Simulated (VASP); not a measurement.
BC5, 6 atoms in the cell. The typed cell holds 6 atoms: a = 2.541 Å, b = 2.541 Å, c = 6.363 Å, α = 90.02°, β = 89.98°, γ = 119.96°. 

```yaml
Program: VASP 6.6.1
Task: single point
Functional: PBE
Dispersion: D4
Potentials_or_basis: VASP PAW PBE potentials, release 64 (B, C)
Cutoff: 520 eV
k_mesh: 10 × 10 × 4, shifted
Occupations: methfessel-paxton, width 0.3 eV
Spin: no spin polarisation
Dipole_correction: no
Further_INCAR_settings: ALGO = Normal; EDIFF = 1e-07; NBANDS = 20; ISYM = 0
```

Potentials or basis: VASP PAW PBE potentials, release 64 (B, C).

The run is started by

```bash
$ cat potpaw_PBE.64/B/POTCAR potpaw_PBE.64/C/POTCAR > POTCAR
$ mpirun -np 1 vasp_std > vasp.out
```

Hardware: 1 thread of Intel(R) Xeon(R) 6975P-C (Granite Rapids) (shared host).

Problem. How long does it take, and how much memory?

Solution. It took 68 s on 1 thread of Intel(R) Xeon(R) 6975P-C (Granite Rapids), with other jobs on the host, peak memory 0.22 GiB. Counts: scf iterations 15, k points 200.
